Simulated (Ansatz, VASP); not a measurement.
# Two plane-wave programs on Mn3Cr

```
Mn Cr
1.0
     0.00000    2.84903    2.84903
     2.84903    0.00000    2.84903
     2.84903    2.84903    0.00000
Mn Cr
3 1
Cartesian
  1.4245 1.4245 1.4245
  4.2735 4.2735 4.2735
  2.8490 2.8490 2.8490
  0.0000 0.0000 0.0000
```

Alike in both runs: task relaxation of cell and atoms; functional PBE; k mesh 12 × 12 × 12; occupations gaussian, width 0.1 eV; no spin polarisation.

```csv
,VASP,Ansatz
version,VASP 6.6.1,Ansatz 0.2.0
potentials or method,"VASP PAW PBE potentials, release 64 (Mn_pv, Cr_pv), cutoff 600 eV","scalar-relativistic, plane waves, PAW"
valence electrons in the cell,51,59
```

|  | VASP | Ansatz | Ansatz less VASP |
| --- | --- | --- | --- |
| gap on the k mesh at the Fermi level, each at its own relaxed structure (eV) | none | none | - |
| relaxed volume (Å³/atom) | 10.95 | 10.97 | +0.011 |
| relaxed length of the cell vector where the two differ most in proportion (Å) | 3.957 | 3.958 | +0.0013 |

A gap of «none» marks a metal or a gap that the smearing closes. VASP's potentials hold 51 valence electrons a cell and Ansatz's 59, so a difference there can come from the potentials and not from the codes.
